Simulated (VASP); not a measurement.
# W (P6/mmm) in VASP: notebook, part 2 of 2

VASP 6.6.1. Earlier steps stand in the parts before.

## Step 3: Relaxation of cell and atoms, PBEsol

This run uses another cell than the first one, of 16.87 Å³/atom.

Contents of INCAR:

```
PREC     = Accurate       # precision mode
ENCUT    = 600            # plane-wave cutoff, eV
EDIFF    = 1E-7           # SCF threshold, eV
ISMEAR   = 0              # smearing method
SIGMA    = 0.1            # smearing width, eV
LREAL    = F              # projectors in reciprocal space
LASPH    = T              # aspherical terms in the spheres
NELM     = 60             # most SCF steps
ALGO     = Fast           # electronic algorithm
ISIF     = 3              # what is computed and relaxed
LWAVE    = F              # write WAVECAR
LCHARG   = F              # write CHGCAR
GGA      = PS             # functional
IBRION   = 2              # ionic algorithm
NSW      = 100            # ionic steps
EDIFFG   = -0.01          # ionic threshold
```

Contents of KPOINTS:

```
regular mesh
0
Gamma
  24 24 22
```

Contents of POSCAR:

```
W
1.0
    2.7617846990      0.0000000000      0.0000000000
   -1.3808923495      2.3917757091      0.0000000000
    0.0000000000      0.0000000000      2.5546169029
W
1
Direct
    0.0000000000      0.0000000000      0.0000000000
```

Potentials or basis: VASP PAW PBE potentials, release 64 (W_sv).

The run is started by

```
cat potpaw_PBE.64/W_sv/POTCAR > POTCAR
mpirun -np 1 vasp_std > vasp.out
```

OUTCAR:

```text
PREC = Accurate
   ENCUT = 600
   EDIFF = 1E-7
   ISMEAR = 0
   LREAL = F
   LASPH = T
   NELM = 60
   ISIF = 3
   GGA = PS
   IBRION = 2
   NSW = 100
   EDIFFG = -0.01

 ion  position               nearest neighbor table
   1  0.000  0.000  0.000-

  LATTYP: Found a hexagonal cell.
 ALAT       =     2.7617846990
 C/A-ratio  =     0.9249877095

  Lattice vectors:

 A1 = (   2.7617846990,   0.0000000000,   0.0000000000)
 A2 = (  -1.3808923495,   2.3917757091,   0.0000000000)
 A3 = (   0.0000000000,   0.0000000000,   2.5546169029)

Analysis of symmetry for initial positions (statically):
=====================================================================
 Subroutine PRICEL returns:
 Original cell was already a primitive cell.

 Routine SETGRP: Setting up the symmetry group for a
 hexagonal supercell.

 Subroutine GETGRP returns: Found 24 space group operations
 (whereof 24 operations were pure point group operations)
 out of a pool of 24 trial point group operations.

The static configuration has the point symmetry D_6h.

Analysis of symmetry for dynamics (positions and initial velocities):
=====================================================================
 Subroutine PRICEL returns:
 Original cell was already a primitive cell.

 Routine SETGRP: Setting up the symmetry group for a
 hexagonal supercell.

 Subroutine GETGRP returns: Found 24 space group operations
 (whereof 24 operations were pure point group operations)
 out of a pool of 24 trial point group operations.

The dynamic configuration has the point symmetry D_6h.

 Subroutine INISYM returns: Found 24 space group operations
 (whereof 24 operations are pure point group operations),
 and found     1 'primitive' translations

----------------------------------------------------------------------------------------

                                     Primitive cell

  volume of cell :      16.8747

  direct lattice vectors                    reciprocal lattice vectors
[... 117 lines left out ...]
 non-spin polarized calculation
 RMM-DIIS sequential band-by-band and
 Gauss-broadening in eV      SIGMA  =   0.10
  energy-cutoff  :      600.00
  volume of cell :       16.87
 maximum number of plane-waves:       587
 NGX is ok and might be reduce to    24
   NGX = 11   NGY = 11   NGZ = 11

--------------------------------------- Ionic step        1  -------------------------------------------

 number of electron      13.9999999 magnetization

 Free energy of the ion-electron system (eV)
  ---------------------------------------------------
  ext. energy  EPLUGINS =         0.00000000
  ---------------------------------------------------
  free energy    TOTEN  =       -12.60571745 eV

  energy without entropy =      -12.60241383  energy(sigma->0) =      -12.60406564

------------------------ aborting loop because EDIFF is reached ----------------------------------------

  FORCE on cell =-STRESS in cart. coord.  units (eV):
  Direction    XX          YY          ZZ          XY          YZ          ZX
  --------------------------------------------------------------------------------------
  -------------------------------------------------------------------------------------
  Total        0.0584803      0.0584803      0.4430844      0.0000000     -0.0000000      0.0000000
  in kB        5.5524463      5.5524463     42.0688870      0.0000000     -0.0000000      0.0000000
  external PRESSURE =      17.7245932 kB  Pullay stress =       0.0000000 kB
[... 22 lines left out ...]
--------------------------------------- Ionic step        2  -------------------------------------------

 number of electron      14.0000000 magnetization

 E-fermi :   9.9883     XC(G=0): -13.1716

 val. band max:        9.9863094212   @ k =   0.2917   0.0417   0.5000
 cond. band min:       9.9995938129   @ k =   0.0417  -0.0000   0.4545
 fundamental gap:      0.0132843917
 Fermi energy:         9.9883001891

 k-point     1 :       0.0000    0.0000    0.0000
  band No.  band energies     occupation
      1     -64.0539      2.00000
      2     -27.6949      2.00000
      3     -27.6480      2.00000
      4     -27.6480      2.00000
      5       0.9672      2.00000
      6       5.4689      2.00000
      7       9.1927      2.00000
      8       9.1927      2.00000
      9      14.8924      0.00000
     10      14.8924      0.00000
     11      22.6307      0.00000
[... 461 lines left out ...]
--------------------------------------- Ionic step        6  -------------------------------------------

 number of electron      14.0000000 magnetization

 Free energy of the ion-electron system (eV)
  ---------------------------------------------------
  ext. energy  EPLUGINS =         0.00000000
  ---------------------------------------------------
  free energy    TOTEN  =       -12.60723669 eV

  energy without entropy =      -12.60408164  energy(sigma->0) =      -12.60565916

 E-fermi :  10.2112     XC(G=0): -13.2831

 val. band max:       10.1992511128   @ k =   0.0833  -0.0000   0.2727
 cond. band min:      10.2129197840   @ k =   0.3333   0.0417   0.4091
 fundamental gap:      0.0136686711
 Fermi energy:        10.2112203694

 k-point     1 :       0.0000    0.0000    0.0000
  band No.  band energies     occupation
      1     -63.7693      2.00000
      2     -27.3581      2.00000
      3     -27.3581      2.00000
      4     -27.3289      2.00000
      5       1.1322      2.00000
      6       5.6052      2.00000
      7       9.4071      2.00000
      8       9.4071      2.00000
      9      15.3494      0.00000
     10      15.3494      0.00000
     11      22.8344      0.00000
[... 350 lines left out ...]
  FREE ENERGIE OF THE ION-ELECTRON SYSTEM (eV)
  ---------------------------------------------------
  free  energy   TOTEN  =       -12.6072366935 eV

  energy  without entropy=      -12.6040816358  energy(sigma->0) =      -12.60565916

 reached required accuracy - stopping structural energy minimisation
```

It took 4.2 min on 1 thread of Intel Xeon Platinum 8375C at 2.90GHz (Ice Lake), shared host; peak memory 0.3 GiB.

Results:

```
Free energy                           : -12.6072 eV
Relaxed volume                        : 16.99 Å³/atom
Relaxed cell                          : a = 2.762 Å, b = 2.762 Å, c = 2.572 Å, α = 90.00°, β = 90.00°, γ = 120.00°
Space group after relaxing (to 0.1 Å) : P6/mmm (No. 191)
Energy gained by relaxing             : 1.5 meV/atom
Ionic steps                           : 6
Pressure after relaxing               : 0.0 GPa
Band gap on the k mesh                : zero (bands 7 and 8 overlap by 1.96 eV)
```

Step by step:
```
step  energy change (eV)  largest force (eV/Å)  pressure (GPa)  volume (Å³)
   1              0.0000                0.0000            1.77        16.87
   2              0.0061                0.0000           -4.85        17.33
   3             -0.0015                0.0000           -0.35        17.01
   4             -0.0015                0.0000           -0.31        17.01
   5             -0.0013                0.0000            0.66        16.95
   6             -0.0015                0.0000            0.03        16.99
```

Final structure:
```
W
1.0
     2.76163    0.00000    0.00000
    -1.38081    2.39164    0.00000
     0.00000    0.00000    2.57217
W
1
Direct
  0.00000 0.00000 0.00000
```

Levels at points of the mesh, in eV from the Fermi level:
```tsv
k point	band 3	band 4	band 5	band 6	band 7	band 8	band 9	band 10	band 11
(0.00, 0.00, 0.00)	-37.57	-37.54	-9.08	-4.61	-0.80	-0.80	5.14	5.14	12.62
(0.50, 0.00, 0.00)	-37.86	-37.41	-5.80	-3.75	0.09	1.35	4.31	5.48	9.60
(0.00, 0.00, 0.50)	-37.42	-37.42	-5.39	-0.85	0.17	0.17	1.09	1.09	10.35
(0.50, 0.00, 0.50)	-38.56	-37.70	-5.72	-3.83	-0.38	5.56	5.93	6.21	7.43
```

Caveat: the PAW data sets were made with another functional, which shifts forces and pressure a little; spin-orbit coupling is left out, which moves the levels of the heavy elements.
